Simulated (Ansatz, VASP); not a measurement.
InSb: VASP beside Ansatz

POSCAR

```
InSb
1.0
    0.0000000000      3.0455983123      3.0455983123
    3.0455983123      0.0000000000      3.0455983123
    3.0455983123      3.0455983123      0.0000000000
In Sb
1 1
Direct
    0.0000000000      0.0000000000      0.0000000000
    0.5000000000      0.5000000000      0.5000000000
```

File INCAR.step1:

```
PREC = Accurate
ENCUT = 520
ISMEAR = 0
SIGMA = 0.15
LREAL = F
LASPH = T
NELM = 60
NBANDS = 16
GGA = PE
ALGO = Normal
EDIFF = 1E-4
LWAVE = T
LCHARG = F
```

File INCAR.step2:

```
PREC = Accurate
ENCUT = 520
EDIFF = 1E-6
ISMEAR = 0
SIGMA = 0.15
LREAL = F
LASPH = T
NELM = 60
ALGO = Normal
ISIF = 2
LWAVE = F
LCHARG = F
METAGGA = R2SCAN
LMIXTAU = T
NBANDS = 16
ISTART = 1
```

The input KPOINTS:

```
Automatic mesh
0
Gamma
  20 20 20
```

Input for Ansatz:

```yaml
crystal:
  lattice:
    - [0.0, 3.0455983123, 3.0455983123]
    - [3.0455983123, 0.0, 3.0455983123]
    - [3.0455983123, 3.0455983123, 0.0]
  atoms:
    - { symbol: In, position: [0.0, 0.0, 0.0] }
    - { symbol: Sb, position: [0.5, 0.5, 0.5] }
basis:
  ecutwfc: 500
kpoints:
  mp_grid: { grid: [20, 20, 20] }
hamiltonian:
  xc: r2scan
scf:
  occupations: { method: gaussian, width: 0.15 }
output:
  forces: true
  stress: true
  eigenvalues: true
  write_density: true
  write_potential: true
  elf: true
  volumetric_format: npy
```

Alike in both runs: task single point; functional r2SCAN; k mesh 20 × 20 × 20; occupations gaussian, width 0.15 eV; no spin polarisation.

```csv
,VASP,Ansatz
version,VASP 6.6.1,Ansatz 0.2.0
potentials or method,"VASP PAW PBE potentials, release 64 (In_d, Sb), cutoff 520 eV","scalar-relativistic, plane waves, PAW"
valence electrons in the cell,18,28
```

VASP gave:

| Item | Value |
| --- | --- |
| gap on the k mesh at the Fermi level (eV) | none |
| pressure (GPa) | 0.0 |

Problem. Which values does Ansatz return?

Solution. gap on the k mesh at the Fermi level (eV): none; pressure (GPa): -0.1.

VASP's potentials were made for PBE, not for r2SCAN. A gap of «none» marks a metal or a gap that the smearing closes. VASP's potentials hold 18 valence electrons a cell and Ansatz's 28, so a difference there can come from the potentials and not from the codes.

Neither program's run includes spin-orbit coupling.
